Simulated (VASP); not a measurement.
Set up this calculation in VASP 6.6.1, as the native input.

| Item | Value |
| --- | --- |
| Task | single point |
| Functional | PBEsol |
| Dispersion | D3(BJ) |
| Potentials or basis | VASP PAW PBE potentials, release 64 (C) |
| Cutoff | 520 eV |
| k mesh | 16 × 16 × 16 |
| Occupations | gaussian, width 0.03 eV |
| Spin | no spin polarisation |
| Dipole correction | no |
| Further INCAR settings | ALGO = Normal; EDIFF = 1e-07; NBANDS = 11 |

The structure of C lies in POSCAR:

```
C
1.0
    0.0000000000      2.1467349466      3.3536616560
    1.2402383360      0.0000000000      3.3536616560
    1.2402383360      2.1467349466      0.0000000000
C
2
Direct
    0.1902029221      0.8097970779      0.1902029221
    0.8097970779      0.1902029221      0.8097970779
```

This cell differs from its parent crystal: atoms shifted along a free coordinate.

The input as run:

INCAR

```
SYSTEM = C
PREC     = Accurate       ! precision mode
ENCUT    = 520            ! plane-wave cutoff, eV
EDIFF    = 1E-7           ! SCF threshold, eV
ISMEAR   = 0              ! smearing method
SIGMA    = 0.03           ! smearing width, eV
LREAL    = .FALSE.        ! projectors in reciprocal space
LASPH    = .TRUE.         ! aspherical terms in the spheres
NELM     = 60             ! most SCF steps
ALGO     = Normal         ! electronic algorithm
ISIF     = 2              ! what is computed and relaxed
LWAVE    = .FALSE.        ! write WAVECAR
LCHARG   = .TRUE.         ! write CHGCAR
GGA      = PS             ! functional
IVDW     = 12             ! dispersion correction
LELF     = .TRUE.         ! ELF
LVHAR    = .TRUE.       
NBANDS   = 11             ! bands
```

KPOINTS

```
Automatic mesh
0
G
  16 16 16
  0 0 0
```

Potentials or basis: VASP PAW PBE potentials, release 64 (C).

Launch:

```console
$ cat potpaw_PBE.64/C/POTCAR > POTCAR
$ mpirun -np 1 vasp_std > vasp.out
```

Results of the run:

```yaml
Pressure: 6.7 GPa
Largest_force: 7.551 eV/Å
Band_gap_on_the_k_mesh: zero (bands 4 and 5 overlap by 0.41 eV)
Dispersion_energy_per_atom: -0.111 eV
```

Caveat: the cell differs from its parent crystal (atoms shifted along a free coordinate); the cell stands under pressure; the PAW data sets were made with another functional, which shifts forces and pressure a little.

It took 78 s on 1 thread of AMD EPYC 9R45 96-Core Processor (Zen 5) (shared host), peak memory 0.19 GiB.
